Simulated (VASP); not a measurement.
Write the native input for VASP 6.6.1 that does the following.

* Task: single point
* Functional: PBEsol
* Potentials or basis: VASP PAW PBE potentials, release 64 (Si, Ge_d)
* Cutoff: 520 eV
* k mesh: 12 × 12 × 6
* Occupations: gaussian, width 0.03 eV
* Spin: no spin polarisation
* Dipole correction: no
* Further INCAR settings: ALGO = Normal; EDIFF = 1e-06; NBANDS = 26

The structure of SiGe lies in POSCAR:

```
SiGe
1.0
    3.9004653870      0.0000000000      0.0000000000
   -1.9502326935      3.3779021117      0.0000000000
    0.0000000000      0.0000000000      6.4431565742
Si Ge
2 2
Direct
    0.6666666667      0.3333333333      0.8745463082
    0.3333333333      0.6666666667      0.3745463082
    0.6666666667      0.3333333333      0.4926925203
    0.3333333333      0.6666666667     -0.0073074797
```

This cell differs from its parent crystal: atoms shifted along a free coordinate.

One way to write it, as run:

INCAR

```
PREC     = Accurate       # precision mode
ENCUT    = 520            # plane-wave cutoff, eV
EDIFF    = 1E-6           # SCF threshold, eV
ISMEAR   = 0              # smearing method
SIGMA    = 0.03           # smearing width, eV
LREAL    = F              # projectors in reciprocal space
LASPH    = T              # aspherical terms in the spheres
NELM     = 80             # most SCF steps
ALGO     = Normal         # electronic algorithm
ISIF     = 2              # what is computed and relaxed
LWAVE    = F              # write WAVECAR
LCHARG   = T              # write CHGCAR
GGA      = PS             # functional
LELF     = T              # ELF
LVHAR    = T            
NBANDS   = 26             # bands
```

KPOINTS

```
regular mesh
0
Gamma
  12 12 6
```

Potentials or basis: VASP PAW PBE potentials, release 64 (Si, Ge_d).

Command:

```console
$ cat potpaw_PBE.64/Si/POTCAR potpaw_PBE.64/Ge_d/POTCAR > POTCAR
$ mpirun -np 1 vasp_std > vasp.out
```

Results of the run:

* Pressure: 0.1 GPa
* Largest force: 0.565 eV/Å
* Band gap on the k mesh: 0.32 eV (least direct gap 0.34 eV)

Caveat: the cell differs from its parent crystal (atoms shifted along a free coordinate); semilocal functionals underestimate gaps, and a narrow one can read as zero; the PAW data sets were made with another functional, which shifts forces and pressure a little.

Run time: 62 s on 1 thread of Intel(R) Xeon(R) 6975P-C (Granite Rapids), on a shared host, peak memory 0.28 GiB.
